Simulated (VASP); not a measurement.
Set up this calculation in VASP 6.6.1, as the native input.

```
Task                   : single point
Functional             : PBE
Dispersion             : D3(BJ)
Potentials or basis    : VASP PAW PBE potentials, release 64 (In_d, Sb)
Cutoff                 : 520 eV
k mesh                 : 14 × 14 × 14
Occupations            : gaussian, width 0.15 eV
Spin                   : no spin polarisation
Dipole correction      : no
Further INCAR settings : ALGO = Normal; EDIFF = 1e-06; NBANDS = 16
```

The structure of InSb lies in POSCAR:

```
InSb
1.0
    3.8220135653      0.2388758478      0.2388758478
    0.2388758478      3.8220135653      0.2388758478
    0.2388758478      0.2388758478      3.8220135653
In Sb
1 1
Direct
    0.0000000000      0.0000000000      0.0000000000
    0.5000000000      0.5000000000      0.5000000000
```

This cell differs from its parent crystal: ratio of the length along [111] to the lengths across it x 1.2, volume and fractional coordinates fixed.

These files were run (other wordings do the same):

INCAR

```
SYSTEM = InSb
PREC = Accurate
ENCUT = 520
EDIFF = 1E-6
ISMEAR = 0
SIGMA = 0.15
LREAL = .FALSE.
LASPH = .TRUE.
NELM = 100
ALGO = Normal
ISIF = 2
LWAVE = .FALSE.
LCHARG = .FALSE.
GGA = PE
IVDW = 12
NBANDS = 16
```

KPOINTS

```
Automatic mesh
0
G
  14 14 14
  0 0 0
```

Potentials or basis: VASP PAW PBE potentials, release 64 (In_d, Sb).

The run is started by

```console
$ cat potpaw_PBE.64/In_d/POTCAR potpaw_PBE.64/Sb/POTCAR > POTCAR
$ mpirun -np 1 vasp_std > vasp.out
```

Results of the run:

The pressure is -1.6 GPa, the band gap on the k mesh is zero (bands 9 and 10 overlap by 2.75 eV) and the dispersion energy per atom is -0.410 eV.

Caveat: spin-orbit coupling is left out, which moves the levels of the heavy elements.

Wall time 96 s on 1 thread of Intel(R) Xeon(R) Platinum 8559C (Emerald Rapids) (shared host), peak memory 0.38 GiB.
